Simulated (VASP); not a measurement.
A run of VASP 6.6.1:

Contents of INCAR:

```
SYSTEM = In
ALGO = Normal
EDIFF = 1E-7
ENCUT = 520
GGA = PE
ISIF = 2
ISMEAR = -1
LASPH = .TRUE.
LCHARG = .TRUE.
LELF = .TRUE.
LREAL = .FALSE.
LVHAR = .TRUE.
LWAVE = .FALSE.
NBANDS = 34
NELM = 80
PREC = Accurate
SIGMA = 0.05
```

File KPOINTS:

```
k-points
0
G
  9 9 3
  0 0 0
```

The input POSCAR:

```
In
1.0
    3.3638438630      0.0000000000      0.0000000000
   -1.6819219315      2.9131742397      0.0000000000
    0.0000000000      0.0000000000     10.7997083600
In
4
Direct
    0.6666666667      0.3333333333      0.7500000000
    0.0000000000      0.0000000000      0.5000000000
    0.3333333333      0.6666666667      0.2500000000
    0.0000000000      0.0000000000      0.0000000000
```

Potentials or basis: VASP PAW PBE potentials, release 64 (In_d).

The run is started by

```console
$ cat potpaw_PBE.64/In_d/POTCAR > POTCAR
$ mpirun -np 1 vasp_std > vasp.out
```

Hardware: 1 thread of Intel Xeon 8259CL, with other jobs on the host.

**Question.** Estimate the wall time of this run.

**Answer.** Run time: 110 s on 1 thread of Intel Xeon 8259CL, on a shared host, peak memory 0.26 GiB. Counts: scf iterations 13, k points 24.
